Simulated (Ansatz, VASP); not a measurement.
One calculation of Al3Te3H, two programs

```
CELL_PARAMETERS angstrom
4.76645 0.00000 0.00000
0.00000 4.76645 0.00000
0.00000 0.00000 4.76645
ATOMIC_POSITIONS crystal
Al 0.00000 0.50000 0.50000
Al 0.50000 0.00000 0.50000
Al 0.50000 0.50000 0.00000
Te 0.50000 0.00000 0.00000
Te 0.00000 0.50000 0.00000
Te 0.00000 0.00000 0.50000
H 0.50000 0.50000 0.50000
```

Alike in both runs: task relaxation of cell and atoms; functional PBE; k mesh 4 × 4 × 4; occupations gaussian, width 0.1 eV; no spin polarisation.

```csv
,VASP,Ansatz
version,VASP 6.6.1,Ansatz 0.2.0
potentials or method,"VASP PAW PBE potentials, release 64 (Al, Te, H), cutoff 600 eV","scalar-relativistic, plane waves, PAW"
valence electrons in the cell,28,58
```

```tsv
	VASP	Ansatz	Ansatz less VASP
gap on the k mesh at the Fermi level, each at its own relaxed structure (eV)	none	none	-
relaxed volume (Å³/atom)	25.17	24.83	-0.344
relaxed cell length with the largest relative difference (Å)	5.606	5.581	-0.0256
```

A gap of «none» marks a metal or a gap that the smearing closes. VASP's potentials hold 28 valence electrons a cell and Ansatz's 58, so a difference there can come from the potentials and not from the codes.

Spin-orbit coupling is off throughout. Noted on VASP's run: the volume moved by over 15 % at a fixed basis, so the end points are rough.
